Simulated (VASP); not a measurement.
# InSe (C2/m) in VASP: single point with r2SCAN

Aim: the single point of InSe with r2SCAN.

All numbers are computed with VASP 6.6.1; they aren't measurements. Logs are shortened: lines on timing, memory, paths and dates and some standing lists are left out, and cuts for length are marked.

**1. The cell of the first run**

It takes space group C2/m (No. 12, monoclinic). The conventional cell has a = 11.736 Å, b = 4.110 Å, c = 4.610 Å, α = 90.00°, β = 110.30°, γ = 90.00°. Within 3.4 Å of In (site symmetry m) lie 3 Se at 2.58 to 2.78 Å and 1 In at 2.74 Å. Se (site symmetry m) has 3 In at 2.58 to 2.78 Å within 3.4 Å.

**2. Single point, r2SCAN**

Input file POSCAR:

```
InSe
1.0
    5.8679030000     -2.0550000000      0.0000000000
    5.8679030000      2.0550000000      0.0000000000
   -1.5994150000      0.0000000000      4.3236530000
In Se
2 2
Direct
    0.8840000000      0.8840000000      0.0050000000
    0.1160000000      0.1160000000      0.9950000000
    0.6600000000      0.6600000000      0.6420000000
    0.3400000000      0.3400000000      0.3580000000
```

Input file INCAR.step1:

```
PREC     = Accurate       # precision mode
ENCUT    = 520            # plane-wave cutoff, eV
ISMEAR   = 0              # smearing method
SIGMA    = 0.01           # smearing width, eV
LREAL    = F              # projectors in reciprocal space
LASPH    = T              # aspherical terms in the spheres
NELM     = 80             # most SCF steps
NBANDS   = 27             # bands
GGA      = PE             # functional
ALGO     = Normal         # electronic algorithm
EDIFF    = 1E-4           # SCF threshold, eV
LWAVE    = T              # write WAVECAR
LCHARG   = F              # write CHGCAR
```

Input file INCAR.step2:

```
PREC     = Accurate       # precision mode
ENCUT    = 520            # plane-wave cutoff, eV
EDIFF    = 1E-6           # SCF threshold, eV
ISMEAR   = 0              # smearing method
SIGMA    = 0.01           # smearing width, eV
LREAL    = F              # projectors in reciprocal space
LASPH    = T              # aspherical terms in the spheres
NELM     = 80             # most SCF steps
ALGO     = Normal         # electronic algorithm
ISIF     = 2              # what is computed and relaxed
LWAVE    = F              # write WAVECAR
LCHARG   = F              # write CHGCAR
METAGGA  = R2SCAN         # meta-GGA
LMIXTAU  = T            
NBANDS   = 27             # bands
ISTART   = 1
```

Input file KPOINTS:

```
regular mesh
0
Gamma
  6 6 4
```

Potentials or basis: VASP PAW PBE potentials, release 64 (In_d, Se).

Run with:

```console
> cat potpaw_PBE.64/In_d/POTCAR potpaw_PBE.64/Se/POTCAR > POTCAR
> cp INCAR.step1 INCAR
> mpirun -np 1 vasp_std > vasp.out
> cp INCAR.step2 INCAR
> mpirun -np 1 vasp_std > vasp.out
```

OUTCAR:

```text
PREC = Accurate
   ENCUT = 520
   EDIFF = 1E-6
   ISMEAR = 0
   LREAL = F
   LASPH = T
   NELM = 80
   ISIF = 2
   METAGGA = R2SCAN
   ISTART = 1

 ion  position               nearest neighbor table
   1  0.884  0.884  0.005-   3 2.58   2 2.74   4 2.78   4 2.78   2 3.74   2 3.74
   2  0.116  0.116  0.995-   4 2.58   1 2.74   3 2.78   3 2.78   1 3.74   1 3.74
   3  0.660  0.660  0.642-   1 2.58   2 2.78   2 2.78
   4  0.340  0.340  0.358-   2 2.58   1 2.78   1 2.78

  LATTYP: Found a base centered monoclinic cell.
 ALAT       =    11.7358060000
 B/A-ratio  =     0.3502102881
 C/A-ratio  =     0.3928149793
 COS(beta)  =    -0.3469446560

  Lattice vectors:

 A1 = (   5.8679030000,  -2.0550000000,   0.0000000000)
 A2 = (   5.8679030000,   2.0550000000,   0.0000000000)
 A3 = (  -1.5994150000,   0.0000000000,   4.3236530000)

Analysis of symmetry for initial positions (statically):
=====================================================================
 Subroutine PRICEL returns:
 Original cell was already a primitive cell.

 Routine SETGRP: Setting up the symmetry group for a
 base centered monoclinic supercell.

 Subroutine GETGRP returns: Found  4 space group operations
 (whereof  4 operations were pure point group operations)
 out of a pool of  4 trial point group operations.

The static configuration has the point symmetry C_2h.

Analysis of symmetry for dynamics (positions and initial velocities):
=====================================================================
 Subroutine PRICEL returns:
 Original cell was already a primitive cell.

 Routine SETGRP: Setting up the symmetry group for a
 base centered monoclinic supercell.

 Subroutine GETGRP returns: Found  4 space group operations
 (whereof  4 operations were pure point group operations)
 out of a pool of  4 trial point group operations.

The dynamic configuration has the point symmetry C_2h.

 Subroutine INISYM returns: Found  4 space group operations
 (whereof  4 operations are pure point group operations),
 and found     1 'primitive' translations

----------------------------------------------------------------------------------------

                                     Primitive cell

  volume of cell :     104.2739

  direct lattice vectors                    reciprocal lattice vectors
     5.867903000 -2.055000000  0.000000000     0.085209316 -0.243309002  0.031520813
     5.867903000  2.055000000  0.000000000     0.085209316  0.243309002  0.031520813
    -1.599415000  0.000000000  4.323653000     0.000000000  0.000000000  0.231285906

  length of vectors
     6.217339513  6.217339513  4.610000391     0.259718039  0.259718039  0.231285906

  position of ions in fractional coordinates (direct lattice)
     0.884000000  0.884000000  0.005000000
     0.116000000  0.116000000  0.995000000
     0.660000000  0.660000000  0.642000000
     0.340000000  0.340000000  0.358000000

  ion indices of the primitive-cell ions
   primitive index   ion index
                 1           1
                 2           2
                 3           3
                 4           4

----------------------------------------------------------------------------------------

 KPOINTS: regular mesh

Automatic generation of k-mesh.
 Grid dimensions read from file:
 generate k-points for:    6    6    4

 Generating k-lattice:

  Cartesian coordinates                     Fractional coordinates (reciprocal lattice)
     0.014201553 -0.040551500  0.005253469     0.166666667  0.000000000  0.000000000
     0.014201553  0.040551500  0.005253469     0.000000000  0.166666667  0.000000000
     0.000000000  0.000000000  0.057821476     0.000000000  0.000000000  0.250000000

  Length of vectors
     0.043286340  0.043286340  0.057821476

  Shift w.r.t. Gamma in fractional coordinates (k-lattice)
     0.000000000  0.000000000  0.000000000

 Subroutine IBZKPT returns following result:
 ===========================================

 Found     47 irreducible k-points:

 Following reciprocal coordinates:
            Coordinates               Weight
  0.000000  0.000000  0.000000      1.000000
  0.166667 -0.000000  0.000000      4.000000
  0.333333 -0.000000  0.000000      4.000000
  0.500000 -0.000000  0.000000      2.000000
  0.166667  0.166667  0.000000      2.000000
  0.333333  0.166667  0.000000      4.000000
[... 16 lines left out ...]
 -0.333333  0.166667  0.250000      4.000000
 -0.166667  0.166667  0.250000      4.000000
 [... further k-points ...]
   k-points           NKPTS =     47   k-points in BZ     NKDIM =     47   number of bands    NBANDS=     27
   number of dos      NEDOS =    301   number of ions     NIONS =      4
   total plane-waves  NPLWV =  82944
   dimension x,y,z NGX =    48 NGY =   48 NGZ =   36
   dimension x,y,z NGXF=    96 NGYF=   96 NGZF=   72
   ions per type =               2   2
   NGX,Y,Z   is equivalent  to a cutoff of  12.83, 12.83, 12.98 a.u.
   NGXF,Y,Z  is equivalent  to a cutoff of  25.67, 25.67, 25.96 a.u.
 SYSTEM =  unknown system
   PREC   = accura    normal or accurate (medium, high low for compatibility)
   ISTART =      1    job   : 0-new  1-cont  2-samecut
   ICHARG =      0    charge: 1-file 2-atom 10-const
   ISPIN  =      1    spin polarized calculation?
   LNONCOLLINEAR =      F non collinear calculations
   LSORBIT =      F    spin-orbit coupling
   LASPH  =      T    aspherical Exc in radial PAW
   ENCUT  =  520.0 eV  38.22 Ry    6.18 a.u.  11.56 11.56  8.57*2*pi/ulx,y,z
   NELM   =     80;   NELMIN=  2; NELMDL=  0     # of ELM steps
   EDIFF  = 0.1E-05   stopping-criterion for ELM
   LREAL  =      F    real-space projection
   EDIFFG = 0.1E-04   stopping-criterion for IOM
   NSW    =      0    number of steps for IOM
   IBRION =     -1    ionic relax: 0-MD 1-quasi-New 2-CG
   NFREE  =      0    steps in history (QN), initial steepest desc. (CG)
   ISIF   =      2    stress and relaxation
   ISYM   =      2    0-nonsym 1-usesym 2-fastsym
   POTIM  = 0.5000    time-step for ionic-motion
   TEBEG  =    0.0;   TEEND  =   0.0 temperature during run
   PSTRESS=    0.0 pullay stress
   NELECT =      38.0000    total number of electrons
   NUPDOWN=      -1.0000    fix difference up-down
   EMIN   =  10.00;   EMAX   =-10.00  energy-range for DOS
   EFERMI =   0.00;   METHOD = LEGACY
   ISMEAR =     0;   SIGMA  =   0.01  broadening in eV -4-tet -1-fermi 0-gaus
   EFERMI_NEDOS =   21; number of points for ismear=-14 and -15
   IALGO  =     38    algorithm
   IMIX   =      4    mixing-type and parameters
     AMIX     =   0.40;   BMIX     =  1.00
     AMIX_MAG =   1.60;   BMIX_MAG =  1.00
  volume/ion in A,a.u.               =      26.07       175.92
  Fermi-wavevector in a.u.,A,eV,Ry     =   1.169349  2.209749 18.604297  1.367377
  Thomas-Fermi vector in A             =   2.305823
   LORBIT       =      0    0 simple, 1 ext, 2 COOP (PROOUT), +10 PAW based schemes
   METAGGA = R2SCAN    functional components
   LHFCALC =     F    Hartree Fock is set to
   AEXX    =    0.0000 exact exchange contribution
   IVDW    =     0    specifies the selected vdW correction
   LEPSILON=     F    determine dielectric tensor
   LRPA    =     F    only Hartree local field effects (RPA)
 non-spin polarized calculation
 Gauss-broadening in eV      SIGMA  =   0.01
  energy-cutoff  :      520.00
  volume of cell :      104.27
 maximum number of plane-waves:      2829
 NGX is ok and might be reduce to    48
   NGX = 23   NGY = 23   NGZ = 17

 number of electron      38.0000002 magnetization

 Free energy of the ion-electron system (eV)
  ---------------------------------------------------
  ext. energy  EPLUGINS =         0.00000000
  ---------------------------------------------------
  free energy    TOTEN  =       -76.21253003 eV

  energy without entropy =      -76.21253003  energy(sigma->0) =      -76.21253003

 E-fermi :   4.6591     XC(G=0): -10.1089

 val. band max:        4.5879031771   @ k =  -0.3333  -0.3333   0.2500
 cond. band min:       6.0817321098   @ k =   0.3333   0.3333   0.0000
 fundamental gap:      1.4938289327
 Fermi energy:         4.6590907225

 k-point     1 :       0.0000    0.0000    0.0000
  band No.  band energies     occupation
      1     -10.5107      2.00000
      2     -10.4562      2.00000
      3     -10.1498      2.00000
      4     -10.1299      2.00000
      5     -10.0912      2.00000
      6     -10.0871      2.00000
[... 19 lines left out ...]
     26      12.2726      0.00000
     27      13.9294      0.00000

 k-point     2 :       0.1667   -0.0000    0.0000
  band No.  band energies     occupation
      1     -10.5106      2.00000
      2     -10.4446      2.00000
      3     -10.2039      2.00000
      4     -10.1264      2.00000
      5     -10.1107      2.00000
      6     -10.0737      2.00000
[... 19 lines left out ...]
     26      12.2080      0.00000
     27      13.6794      0.00000

 k-point     3 :       0.3333   -0.0000    0.0000
  band No.  band energies     occupation
      1     -10.5064      2.00000
      2     -10.4394      2.00000
      3     -10.2473      2.00000
      4     -10.1728      2.00000
      5     -10.0974      2.00000
      6     -10.0875      2.00000
[... 19 lines left out ...]
     26      13.0779      0.00000
     27      13.2138      0.00000

 k-point     4 :       0.5000   -0.0000    0.0000
  band No.  band energies     occupation
      1     -10.5027      2.00000
      2     -10.4476      2.00000
      3     -10.2288      2.00000
      4     -10.2176      2.00000
      5     -10.0939      2.00000
      6     -10.0891      2.00000
[... 19 lines left out ...]
     26      12.8326      0.00000
     27      13.9386      0.00000
[... 516 lines left out ...]
      4     -10.2178      2.00000
      5     -10.1062      2.00000
      6     -10.0770      2.00000
[... 19 lines left out ...]
     26      11.8653      0.00000
     27      13.5831      0.00000

 k-point    23 :      -0.3333    0.1667    0.2500
  band No.  band energies     occupation
      1     -10.5358      2.00000
      2     -10.4435      2.00000
      3     -10.2958      2.00000
      4     -10.1913      2.00000
      5     -10.1129      2.00000
      6     -10.0720      2.00000
[... 19 lines left out ...]
     26      12.1171      0.00000
     27      13.8140      0.00000

 k-point    24 :      -0.1667    0.1667    0.2500
  band No.  band energies     occupation
      1     -10.4983      2.00000
      2     -10.4864      2.00000
      3     -10.2775      2.00000
      4     -10.1554      2.00000
      5     -10.1065      2.00000
      6     -10.0799      2.00000
[... 19 lines left out ...]
     26      12.8165      0.00000
     27      13.4264      0.00000

 [... further k-points ...]

------------------------ aborting loop because EDIFF is reached ----------------------------------------

  FORCE on cell =-STRESS in cart. coord.  units (eV):
  Direction    XX          YY          ZZ          XY          YZ          ZX
  --------------------------------------------------------------------------------------
  -------------------------------------------------------------------------------------
  Total        2.3684109     -0.0649472      0.3424581      0.0000000      0.0000000      1.3851040
  in kB       36.3908382     -0.9979189      5.2618975      0.0000000      0.0000000     21.2822423
  external PRESSURE =      13.5516056 kB  Pullay stress =       0.0000000 kB

 VOLUME and BASIS-vectors are now :
 -----------------------------------------------------------------------------
  energy-cutoff  :      520.00
  volume of cell :      104.27
      direct lattice vectors                 reciprocal lattice vectors
     5.867903000 -2.055000000  0.000000000     0.085209316 -0.243309002  0.031520813
     5.867903000  2.055000000  0.000000000     0.085209316  0.243309002  0.031520813
    -1.599415000  0.000000000  4.323653000     0.000000000  0.000000000  0.231285906

 POSITION                                       TOTAL-FORCE (eV/Angst)
 -----------------------------------------------------------------------------------
     10.36646      0.00000      0.02162        -0.206013      0.000000      0.537598
     -0.23006      0.00000      4.30203         0.206013      0.000000     -0.537598
      6.71881      0.00000      2.77579        -0.747159      0.000000      0.100529
      3.41758      0.00000      1.54787         0.747159      0.000000     -0.100529
 -----------------------------------------------------------------------------------
    total drift:                               -0.000000     -0.000000      0.000000

  FREE ENERGIE OF THE ION-ELECTRON SYSTEM (eV)
  ---------------------------------------------------
  free  energy   TOTEN  =       -76.2125300254 eV

  energy  without entropy=      -76.2125300254  energy(sigma->0) =      -76.21253003
```

It took 3.4 min on 1 thread of Intel Xeon 6975P-C (Granite Rapids), shared host; peak memory 0.37 GiB.

Results:

- Free energy: -76.2125 eV
- Pressure: 1.4 GPa
- Largest force: 0.754 eV/Å
- Band gap on the k mesh: 1.49 eV, indirect (least direct gap 1.79 eV)

Forces on the atoms (eV/Å):
```
In  -0.206  0.000  0.538
In   0.206  0.000 -0.538
Se  -0.747  0.000  0.101
Se   0.747  0.000 -0.101
```

Stress tensor (GPa, compression positive):
```
 3.64  0.00  2.13
 0.00 -0.10  0.00
 2.13  0.00  0.53
```

Caveat: the PAW data sets were made with another functional, which shifts forces and pressure a little; spin-orbit coupling is left out, which moves the levels of the heavy elements.
